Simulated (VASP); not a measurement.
# Si (Fd-3m) in VASP: a series of runs, part 2 of 2

VASP 6.6.1. Earlier steps stand in the parts before.

## 4. Dielectric tensor, r2SCAN (strain +1.0%)

The input, INCAR:

```
SYSTEM = Si
  PREC = Accurate
  ENCUT = 520
  EDIFF = 1E-8
  ISMEAR = 0
  SIGMA = 0.01
  LREAL = .False.
  LASPH = .True.
  NELM = 60
  ALGO = Normal
  ISIF = 2
  LWAVE = .False.
  LCHARG = .False.
  METAGGA = R2SCAN
  LMIXTAU = .True.
  LCALCEPS = .True.
```

The input, KPOINTS:

```
regular mesh
0
Gamma
  6 6 6
  0 0 0
```

The input, POSCAR:

```
Si
1.0
    0.0000000000      2.7493400846      2.7493400846
    2.7493400846      0.0000000000      2.7493400846
    2.7493400846      2.7493400846      0.0000000000
Si
2
Direct
    0.0000000000      0.0000000000      0.0000000000
    0.2500000000      0.2500000000      0.2500000000
```

Potentials or basis: VASP PAW PBE potentials, release 64 (Si).

Launch:

```sh
> cat potpaw_PBE.64/Si/POTCAR > POTCAR
> mpirun -np 1 vasp_std > vasp.out
```

OUTCAR:

```text
SYSTEM = Si
   PREC = Accurate
   ENCUT = 520
   EDIFF = 1E-8
   ISMEAR = 0
   LREAL = .False.
   LASPH = .True.
   NELM = 60
   ISIF = 2
   METAGGA = R2SCAN

 ion  position               nearest neighbor table
   1  0.000  0.000  0.000-   2 2.38   2 2.38   2 2.38   2 2.38
   2  0.250  0.250  0.250-   1 2.38   1 2.38   1 2.38   1 2.38

  LATTYP: Found a face centered cubic cell.
 ALAT       =     5.4986801692

  Lattice vectors:

 A1 = (   0.0000000000,   2.7493400846,   2.7493400846)
 A2 = (   2.7493400846,   0.0000000000,   2.7493400846)
[... 482 lines left out ...]
    3    -0.00000     0.00000    -0.00000

  FORCE on cell =-STRESS in cart. coord.  units (eV):
  Direction    XX          YY          ZZ          XY          YZ          ZX
  --------------------------------------------------------------------------------------
  -------------------------------------------------------------------------------------
  Total       -0.7500120     -0.7500120     -0.7500120     -0.0000000      0.0000000     -0.0000000
  in kB      -28.9110206    -28.9110206    -28.9110206     -0.0000000      0.0000000     -0.0000000
  external PRESSURE =     -28.9110206 kB  Pullay stress =       0.0000000 kB

 VOLUME and BASIS-vectors are now :
 -----------------------------------------------------------------------------
  energy-cutoff  :      520.00
  volume of cell :       41.56
      direct lattice vectors                 reciprocal lattice vectors
     0.000000000  2.749340085  2.749340085    -0.181861823  0.181861823  0.181861823
     2.749340085  0.000000000  2.749340085     0.181861823 -0.181861823  0.181861823
     2.749340085  2.749340085  0.000000000     0.181861823  0.181861823 -0.181861823

 POSITION                                       TOTAL-FORCE (eV/Angst)
 -----------------------------------------------------------------------------------
      0.00000      0.00000      0.00000         0.000000      0.000000     -0.000000
      1.37467      1.37467      1.37467        -0.000000     -0.000000      0.000000
 -----------------------------------------------------------------------------------
    total drift:                               -0.000000     -0.000000     -0.000000

  FREE ENERGIE OF THE ION-ELECTRON SYSTEM (eV)
  ---------------------------------------------------
  free  energy   TOTEN  =       -17.5171261627 eV

  energy  without entropy=      -17.5171261627  energy(sigma->0) =      -17.51712616
```

stdout:

```text
POSCAR found type information on POSCAR Si
 POSCAR found :  1 types and       2 ions
 scaLAPACK will be used
 -----------------------------------------------------------------------------
|                                                                             |
|                                                                             |
[... 110 lines left out ...]
dp_tot=(  0.733E-04  0.239E-01  0.733E-04 )  diag[e(oo)]=(    ---   11.38363    ---   )
 p_tot=(  0.550E+01  0.552E+01  0.550E+01 )
dp_tot=(  0.734E-04  0.238E-01  0.734E-04 )  diag[e(oo)]=(    ---   11.37503    ---   )
 p_tot=(  0.550E+01  0.552E+01  0.550E+01 )
dp_tot=(  0.734E-04  0.238E-01  0.734E-04 )  diag[e(oo)]=(    ---   11.35350    ---   )
 p_tot=(  0.550E+01  0.552E+01  0.550E+01 )
dp_tot=(  0.734E-04  0.237E-01  0.734E-04 )  diag[e
```

It took 13 min on 1 thread of Intel Xeon Platinum 8488C (Sapphire Rapids), shared host; peak memory 0.23 GiB.

What came out:

* Band gap on the k mesh: 0.97 eV, indirect (least direct gap 2.74 eV)
* Electronic dielectric tensor (diagonal): 11.31
* Born charges (mean of the diagonal): Si +0.00 e

Levels at points of the mesh, in eV from the valence-band top:
| k point | band 2 | band 3 | band 4 | band 5 | band 6 | band 7 |
| --- | --- | --- | --- | --- | --- | --- |
| (0.00, 0.00, 0.00) | 0.00 | 0.00 | 0.00 | 2.74 | 2.74 | 2.74 |
| (0.50, 0.00, 0.00) | -7.09 | -1.24 | -1.24 | 1.74 | 3.60 | 3.60 |
| (0.50, 0.50, 0.00) | -8.03 | -2.91 | -2.91 | 0.99 | 0.99 | 10.54 |

Electronic dielectric tensor:
```
11.31  0.00  0.00
 0.00 11.31  0.00
 0.00  0.00 11.31
```

Born effective charge tensors (e):
atom 1, Si
```
0.00 0.00 0.00
0.00 0.00 0.00
0.00 0.00 0.00
```
atom 2, Si
```
0.00 0.00 0.00
0.00 0.00 0.00
0.00 0.00 0.00
```

Dipole moments of the cell (e·Å, modulo the quantum): ionic 5.499, 5.499, 5.499; electronic 0.000, 0.000, 0.024

Caveat: the cell differs from its parent crystal (strain +1.0%); the PAW data sets were made with another functional, which shifts forces and pressure a little.

## 5. Dielectric tensor, r2SCAN (strain +2.0%)

The input, INCAR:

```
ALGO = Normal ; EDIFF = 1E-8
ENCUT = 520 ; ISIF = 2
ISMEAR = 0 ; LASPH = T
LCALCEPS = T ; LCHARG = F
LMIXTAU = T ; LREAL = F
LWAVE = F ; METAGGA = R2SCAN
NELM = 60 ; PREC = Accurate
SIGMA = 0.01
```

The input, KPOINTS:

```
k-points
0
Gamma
  6 6 6
```

The input, POSCAR:

```
Si
1.0
    0.0000000000      2.7765612735      2.7765612735
    2.7765612735      0.0000000000      2.7765612735
    2.7765612735      2.7765612735      0.0000000000
Si
2
Direct
    0.0000000000      0.0000000000      0.0000000000
    0.2500000000      0.2500000000      0.2500000000
```

Potentials or basis: VASP PAW PBE potentials, release 64 (Si).

Launch:

```sh
> cat potpaw_PBE.64/Si/POTCAR > POTCAR
> mpirun -np 1 vasp_std > vasp.out
```

OUTCAR:

```text
EDIFF = 1E-8
   ENCUT = 520
   ISIF = 2
   ISMEAR = 0
   LASPH = T
   LREAL = F
   METAGGA = R2SCAN
   NELM = 60
   PREC = Accurate

 ion  position               nearest neighbor table
   1  0.000  0.000  0.000-   2 2.40   2 2.40   2 2.40   2 2.40
   2  0.250  0.250  0.250-   1 2.40   1 2.40   1 2.40   1 2.40

  LATTYP: Found a face centered cubic cell.
 ALAT       =     5.5531225470

  Lattice vectors:

 A1 = (   0.0000000000,   2.7765612735,   2.7765612735)
 A2 = (   2.7765612735,   0.0000000000,   2.7765612735)
[... 481 lines left out ...]
    2    -0.00000     0.00000     0.00000
    3    -0.00000    -0.00000    -0.00000

  FORCE on cell =-STRESS in cart. coord.  units (eV):
  Direction    XX          YY          ZZ          XY          YZ          ZX
  --------------------------------------------------------------------------------------
  -------------------------------------------------------------------------------------
  Total       -1.4031261     -1.4031261     -1.4031261      0.0000000      0.0000000      0.0000000
  in kB      -52.5116294    -52.5116294    -52.5116294      0.0000000      0.0000000      0.0000000
  external PRESSURE =     -52.5116294 kB  Pullay stress =       0.0000000 kB

 VOLUME and BASIS-vectors are now :
 -----------------------------------------------------------------------------
  energy-cutoff  :      520.00
  volume of cell :       42.81
      direct lattice vectors                 reciprocal lattice vectors
     0.000000000  2.776561274  2.776561274    -0.180078864  0.180078864  0.180078864
     2.776561274  0.000000000  2.776561274     0.180078864 -0.180078864  0.180078864
     2.776561274  2.776561274  0.000000000     0.180078864  0.180078864 -0.180078864

 POSITION                                       TOTAL-FORCE (eV/Angst)
 -----------------------------------------------------------------------------------
      0.00000      0.00000      0.00000         0.000000      0.000000      0.000000
      1.38828      1.38828      1.38828        -0.000000     -0.000000     -0.000000
 -----------------------------------------------------------------------------------
    total drift:                               -0.000000     -0.000000     -0.000000

  FREE ENERGIE OF THE ION-ELECTRON SYSTEM (eV)
  ---------------------------------------------------
  free  energy   TOTEN  =       -17.4852094981 eV

  energy  without entropy=      -17.4852094981  energy(sigma->0) =      -17.48520950
```

OSZICAR:

```text
N       E                     dE             d eps       ncg     rms          rms(c)
DAV:   1     0.417769163901E-01    0.41777E-01   -0.33113E+03   256   0.773E+02
DAV:   2    -0.183969167629E+02   -0.18439E+02   -0.17547E+02   392   0.838E+01
[... 13 lines left out ...]
DMP:  10    -0.174852092852E+02   -0.23111E-06   -0.14366E-06   544   0.199E-06   0.308E-06
DMP:  11    -0.174852093832E+02   -0.98000E-07   -0.74972E-07   544   0.121E-06   0.128E-06
DMP:  12    -0.174852094374E+02   -0.54185E-07   -0.45470E-07   544   0.709E-07   0.823E-07
DMP:  13    -0.174852094708E+02   -0.33390E-07   -0.25116E-07   544   0.353E-07   0.528E-07
DMP:  14    -0.174852094888E+02   -0.18069E-07   -0.12917E-07   544   0.179E-07   0.278E-07
DMP:  15    -0.174852094981E+02   -0.92705E-08   -0.69432E-08   544   0.977E-08   0.146E-07
   1 F= -.17485209E+02 E0= -.17485209E+02  d E =-.311021E-30
```

stdout:

```text
POSCAR found type information on POSCAR Si
 POSCAR found :  1 types and       2 ions
 scaLAPACK will be used
 -----------------------------------------------------------------------------
|                                                                             |
|                                                                             |
[... 110 lines left out ...]
dp_tot=(  0.774E-04  0.248E-01  0.774E-04 )  diag[e(oo)]=(    ---   11.49602    ---   )
 p_tot=(  0.555E+01  0.558E+01  0.555E+01 )
dp_tot=(  0.775E-04  0.248E-01  0.775E-04 )  diag[e(oo)]=(    ---   11.49209    ---   )
 p_tot=(  0.555E+01  0.558E+01  0.555E+01 )
dp_tot=(  0.775E-04  0.248E-01  0.775E-04 )  diag[e(oo)]=(    ---   11.47401    ---   )
 p_tot=(  0.555E+01  0.558E+01  0.555E+01 )
dp_tot=(  0.775E-04  0.247E-01  0.775E-04 )  diag[e
```

Wall time 13 min (1 thread of Intel Xeon Platinum 8488C (Sapphire Rapids), shared host); peak memory 0.25 GiB.

What came out:

```yaml
Band_gap_on_the_k_mesh: 1.01 eV, indirect (least direct gap 2.72 eV)
Electronic_dielectric_tensor_diagonal: 11.44
Born_charges_mean_of_the_diagonal: Si +0.00 e
```

Levels at points of the mesh, in eV from the valence-band top:
```tsv
k point	band 2	band 3	band 4	band 5	band 6	band 7
(0.00, 0.00, 0.00)	0.00	0.00	0.00	2.72	2.72	2.72
(0.50, 0.00, 0.00)	-6.96	-1.21	-1.21	1.63	3.61	3.61
(0.50, 0.50, 0.00)	-7.94	-2.83	-2.83	1.04	1.04	10.28
```

Electronic dielectric tensor:
```
11.44  0.00  0.00
 0.00 11.44  0.00
 0.00  0.00 11.44
```

Born effective charge tensors (e):
atom 1, Si
```
0.00 0.00 0.00
0.00 0.00 0.00
0.00 0.00 0.00
```
atom 2, Si
```
0.00 0.00 0.00
0.00 0.00 0.00
0.00 0.00 0.00
```

Dipole moments of the cell (e·Å, modulo the quantum): ionic 5.553, 5.553, 5.553; electronic 0.000, 0.000, 0.025

Caveat: the cell differs from its parent crystal (strain +2.0%); the PAW data sets were made with another functional, which shifts forces and pressure a little. A k mesh can miss the band edges.

## 6. Overview

| cell | gap on the mesh (eV) |
| --- | --- |
| a = 3.773 Å, angles 60.0°, 2 atoms | 0.81 |
| a = 3.811 Å, angles 60.0°, 2 atoms | 0.87 |
| a = 3.888 Å, angles 60.0°, 2 atoms | 0.97 |
| a = 3.927 Å, angles 60.0°, 2 atoms | 1.01 |

Alike in all rows: task dielectric tensor; level r2SCAN; potentials or basis VASP PAW PBE potentials, release 64 (Si); no spin polarisation; k mesh 6 × 6 × 6; cutoff (eV) 520; smearing gaussian 0.01 eV.

Caveats: the PAW data sets were made with another functional, which shifts forces and pressure a little.

Total energies depend on the potentials used, so only differences within one code and one set of settings carry meaning.
